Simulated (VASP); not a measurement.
# Mg6F in VASP: a series of runs

The runs below take Mg6F through single point, with PBE.

All numbers are computed with VASP 6.6.1; they aren't measurements. Logs are shortened: lines on timing, memory, paths and dates and some standing lists are left out, and cuts for length are marked.

## Step 1: The cell of the first run

The cell holds a slab with vacuum, 7 atoms: a = 3.203 Å, b = 7.978 Å, c = 20.985 Å, α = 90.00°, β = 90.00°, γ = 101.58°.

## Step 2: Single point, PBE

The input, INCAR:

```
PREC = Accurate
ENCUT = 520
EDIFF = 1E-6
ISMEAR = 0
SIGMA = 0.1
LREAL = F
LASPH = T
NELM = 80
ALGO = Normal
ISIF = 2
LWAVE = F
LCHARG = F
LDIPOL = T
IDIPOL = 3
DIPOL = 0.5 0.5 0.300
GGA = PE
NBANDS = 18
```

The input, KPOINTS:

```
Automatic mesh
0
Gamma
  9 4 1
```

The input, POSCAR:

```
Mg6F
1.0
    3.2034417932      0.0000000000      0.0000000000
   -1.6017208966      7.8153198520      0.0000000000
    0.0000000000      0.0000000000     20.9851131634
Mg F
6 1
Direct
    0.8493879956      0.6987759913      0.1906113143
    0.5210014932      0.0420029864      0.2197581863
    0.1926149907      0.3852299814      0.2489050583
    0.3710660944      0.7414803149      0.3283003664
    0.0426232582      0.0834482649      0.3542380799
    0.7128162912      0.4251093731      0.3805132287
    0.7128162912      0.6751093731      0.3781305872
```

Potentials or basis: VASP PAW PBE potentials, release 64 (Mg, F).

Launch:

```console
cat potpaw_PBE.64/Mg/POTCAR potpaw_PBE.64/F/POTCAR > POTCAR
mpirun -np 1 vasp_std > vasp.out
```

OUTCAR:

```text
PREC = Accurate
   ENCUT = 520
   EDIFF = 1E-6
   ISMEAR = 0
   LREAL = F
   LASPH = T
   NELM = 80
   ISIF = 2
   GGA = PE

 ion  position               nearest neighbor table
   1  0.849  0.699  0.191-   3 3.17   3 3.17   2 3.18   2 3.18   4 3.32   4 3.32
   2  0.521  0.042  0.220-   3 3.18   3 3.18   1 3.18   1 3.18   5 3.26   5 3.26   4 3.27
   3  0.193  0.385  0.249-   1 3.17   1 3.17   2 3.18   2 3.18   6 3.21   6 3.21   5 3.23   4 3.24

   4  0.371  0.741  0.328-   7 1.67   7 2.32   6 3.14   6 3.14   5 3.16   5 3.16   3 3.24   2 3.27
                             1 3.32   1 3.32
   5  0.043  0.083  0.354-   6 3.16   4 3.16   6 3.16   4 3.16   3 3.23   2 3.26   2 3.26
   6  0.713  0.425  0.381-   7 2.00   4 3.14   4 3.14   5 3.16   5 3.16   3 3.21   3 3.21
   7  0.713  0.675  0.378-   4 1.67   6 2.00   4 2.32

  LATTYP: Found a base centered orthorhombic cell.
 ALAT       =     3.2034417932
 B/A-ratio  =     4.8793268968
 C/A-ratio  =     6.5508020804

  Lattice vectors:

 A1 = (   1.6017208966,  -7.8153198520,   0.0000000000)
 A2 = (   1.6017208966,   7.8153198520,   0.0000000000)
 A3 = (   0.0000000000,   0.0000000000,  20.9851131634)

Analysis of symmetry for initial positions (statically):
=====================================================================
 Subroutine PRICEL returns:
 Original cell was already a primitive cell.

 Routine SETGRP: Setting up the symmetry group for a
 base centered orthorhombic supercell.

 Subroutine GETGRP returns: Found  1 space group operations
 (whereof  1 operations were pure point group operations)
 out of a pool of  8 trial point group operations.

The static configuration has the point symmetry C_1 .

Analysis of symmetry for dynamics (positions and initial velocities):
=====================================================================
 Subroutine PRICEL returns:
 Original cell was already a primitive cell.

 Routine SETGRP: Setting up the symmetry group for a
 base centered orthorhombic supercell.

 Subroutine GETGRP returns: Found  1 space group operations
 (whereof  1 operations were pure point group operations)
 out of a pool of  8 trial point group operations.

The dynamic configuration has the point symmetry C_1 .

 Subroutine INISYM returns: Found  1 space group operations
 (whereof  1 operations are pure point group operations),
 and found     1 'primitive' translations

[... 131 lines left out ...]
   NELECT =      19.0000    total number of electrons
   NUPDOWN=      -1.0000    fix difference up-down
   EMIN   =  10.00;   EMAX   =-10.00  energy-range for DOS
   EFERMI =   0.00;   METHOD = LEGACY
   ISMEAR =     0;   SIGMA  =   0.10  broadening in eV -4-tet -1-fermi 0-gaus
   EFERMI_NEDOS =   21; number of points for ismear=-14 and -15
   IALGO  =     38    algorithm
   IMIX   =      4    mixing-type and parameters
     AMIX     =   0.40;   BMIX     =  1.00
     AMIX_MAG =   1.60;   BMIX_MAG =  1.00
  volume/ion in A,a.u.               =      75.05       506.49
  Fermi-wavevector in a.u.,A,eV,Ry     =   0.541379  1.023057  3.987742  0.293091
  Thomas-Fermi vector in A             =   1.568933
   LORBIT       =      0    0 simple, 1 ext, 2 COOP (PROOUT), +10 PAW based schemes
   GGA     = PE    functional components
   LHFCALC =     F    Hartree Fock is set to
   AEXX    =    0.0000 exact exchange contribution
   IVDW    =     0    specifies the selected vdW correction
   LEPSILON=     F    determine dielectric tensor
   LRPA    =     F    only Hartree local field effects (RPA)
 non-spin polarized calculation
 Gauss-broadening in eV      SIGMA  =   0.10
  energy-cutoff  :      520.00
  volume of cell :      525.38
 maximum number of plane-waves:     14191
   NGX = 11   NGY = 29   NGZ = 79

 dipolmoment           0.000000      0.000000      0.000003 electrons x Angstroem

 number of electron      18.9999996 magnetization

 dipolmoment           0.000000      0.000000     -0.047565 electrons x Angstroem

 Free energy of the ion-electron system (eV)
  ---------------------------------------------------
  ext. energy  EPLUGINS =         0.00000000
  ---------------------------------------------------
  free energy    TOTEN  =       -13.01501831 eV

  energy without entropy =      -13.00129879  energy(sigma->0) =      -13.00815855

 E-fermi :  -1.6898     XC(G=0):  -3.1864

 val. band max:       -1.7015713912   @ k =   0.2222   0.2500   0.0000
 cond. band min:      -1.6723397184   @ k =   0.2222   0.5000   0.0000
 fundamental gap:      0.0292316729
 Fermi energy:        -1.6898001945

 k-point     1 :       0.0000    0.0000    0.0000
  band No.  band energies     occupation
      1     -28.0327      2.00000
      2     -10.1425      2.00000
      3      -9.4860      2.00000
      4      -9.2536      2.00000
      5      -7.4970      2.00000
      6      -5.7314      2.00000
[... 376 lines left out ...]
      5      -4.5487      2.00000
      6      -3.5512      2.00000
[... 10 lines left out ...]
     17       1.5596      0.00000
     18       1.9501      0.00000

------------------------ aborting loop because EDIFF is reached ----------------------------------------

 vacuum level on the upper side and lower side of the slab       (xc-potential included)        -0.280         0.060

  FORCE on cell =-STRESS in cart. coord.  units (eV):
  Direction    XX          YY          ZZ          XY          YZ          ZX
  --------------------------------------------------------------------------------------
  -------------------------------------------------------------------------------------
  Total        1.2781970      0.9387003      2.7759334     -1.2057250     -1.5905819      3.5137661
  in kB        3.8979248      2.8626130      8.4653459     -3.6769181     -4.8505581     10.7154033
  external PRESSURE =       5.0752946 kB  Pullay stress =       0.0000000 kB

 VOLUME and BASIS-vectors are now :
 -----------------------------------------------------------------------------
  energy-cutoff  :      520.00
  volume of cell :      525.38
      direct lattice vectors                 reciprocal lattice vectors
     3.203441793  0.000000000  0.000000000     0.312164249  0.063976908  0.000000000
    -1.601720897  7.815319852  0.000000000     0.000000000  0.127953816  0.000000000
     0.000000000  0.000000000 20.985113163     0.000000000  0.000000000  0.047652829

 POSITION                                       TOTAL-FORCE (eV/Angst)
 -----------------------------------------------------------------------------------
      1.60172      5.46116      4.00000         0.011992      0.020241      0.142842
      1.60172      0.32827      4.61165        -0.016734     -0.181441      0.080471
      0.00000      3.01070      5.22330        -0.041987      0.097390     -0.167935
      0.00104      5.79491      6.88942        -3.248939      1.577289     -3.041811
      0.00288      0.65217      7.43373        -0.007305      0.332980     -0.038961
      1.60256      3.32237      7.98511        -0.140546     -0.688692     -0.110651
      1.20213      5.27620      7.93511         3.443520     -1.157767      3.136044
 -----------------------------------------------------------------------------------
    total drift:                                0.000549     -0.000546      0.000056

  FREE ENERGIE OF THE ION-ELECTRON SYSTEM (eV)
  ---------------------------------------------------
  free  energy   TOTEN  =       -13.0150183147 eV

  energy  without entropy=      -13.0012987930  energy(sigma->0) =      -13.00815855

 vacuum level on the upper side and lower side of the slab         1.592         1.934
```

OSZICAR:

```text
N       E                     dE             d eps       ncg     rms          rms(c)
DAV:   1     0.108763339112E+03    0.10876E+03   -0.51121E+03   740   0.657E+02
DAV:   2     0.897114479101E+01   -0.99792E+02   -0.93188E+02  1056   0.127E+02
DAV:   3    -0.137550853972E+02   -0.22726E+02   -0.22482E+02   830   0.652E+01
[... 14 lines left out ...]
DAV:  18    -0.130150114955E+02   -0.33196E-05   -0.38982E-07   640   0.175E-03    0.293E-04
DAV:  19    -0.130150136113E+02   -0.21158E-05   -0.17935E-07   622   0.113E-03    0.296E-04
DAV:  20    -0.130150152652E+02   -0.16539E-05   -0.68816E-08   632   0.921E-04    0.162E-04
DAV:  21    -0.130150177323E+02   -0.24672E-05   -0.10491E-07   622   0.635E-04    0.752E-05
DAV:  22    -0.130150183147E+02   -0.58235E-06   -0.18447E-08   592   0.365E-04
   1 F= -.13015018E+02 E0= -.13008159E+02  d E =-.137195E-01
```

It took 5.6 min on 1 thread of Intel Xeon Platinum 8488C (Sapphire Rapids), shared host; peak memory 0.55 GiB.

What came out:

| Property | Result |
| --- | --- |
| Free energy | -13.0150 eV |
| Largest force | 4.799 eV/Å |

Forces in eV/Å, atoms in the order of the input:
```
Mg   0.012  0.020  0.143
Mg  -0.017 -0.181  0.080
Mg  -0.042  0.097 -0.168
Mg  -3.249  1.577 -3.042
Mg  -0.007  0.333 -0.039
Mg  -0.141 -0.689 -0.111
F    3.444 -1.158  3.136
```

Caveat: an odd number of electrons without spin polarisation forces a metal; a magnetic or distorted state may lie lower.

## Step 3: Single point, PBE

The input, INCAR:

```
PREC = Accurate ; ENCUT = 520
EDIFF = 1E-6 ; ISMEAR = 0
SIGMA = 0.1 ; LREAL = F
LASPH = T ; NELM = 100
ALGO = Normal ; ISIF = 2
LWAVE = F ; LCHARG = F
LDIPOL = T ; IDIPOL = 3
DIPOL = 0.5 0.5 0.307 ; GGA = PE
NBANDS = 18
```

The input, KPOINTS:

```
regular mesh
0
Gamma
  9 4 1
```

POSCAR, as its differences from that of step 2:

```diff
@@ -14,2 +14,2 @@
     0.7128162912      0.4251093731      0.3805132287
-    0.7128162912      0.6751093731      0.3781305872
+    0.7128162912      0.6751093731      0.4300721704
```

Potentials or basis: VASP PAW PBE potentials, release 64 (Mg, F).

Launch:

```console
cat potpaw_PBE.64/Mg/POTCAR potpaw_PBE.64/F/POTCAR > POTCAR
mpirun -np 1 vasp_std > vasp.out
```

It took 5.9 min on 1 thread of Intel Xeon Platinum 8488C (Sapphire Rapids), shared host; peak memory 0.56 GiB.

It converged, with:

```
Free energy   : -12.7823 eV
Largest force : 2.179 eV/Å
```

Forces in eV/Å, atoms in the order of the input:
```
Mg   0.003  0.025  0.223
Mg  -0.006 -0.115  0.094
Mg  -0.013  0.158 -0.050
Mg   0.239 -0.085  0.866
Mg  -0.012  0.090  0.035
Mg  -0.218  0.952  0.754
F    0.008 -1.026 -1.922
```

Levels at points of the mesh, in eV from the Fermi level:
| k point | band 6 | band 7 | band 8 | band 9 | band 10 | band 11 | band 12 | band 13 | band 14 | band 15 |
| --- | --- | --- | --- | --- | --- | --- | --- | --- | --- | --- |
| (0.00, 0.00, 0.00) | -3.36 | -3.00 | -2.81 | -1.65 | -1.13 | 0.11 | 1.02 | 1.79 | 2.87 | 3.32 |
| (0.00, 0.50, 0.00) | -3.05 | -2.97 | -2.61 | -0.82 | -0.36 | -0.32 | 0.23 | 1.64 | 2.28 | 2.31 |

Caveat: an odd number of electrons without spin polarisation forces a metal; a magnetic or distorted state may lie lower.
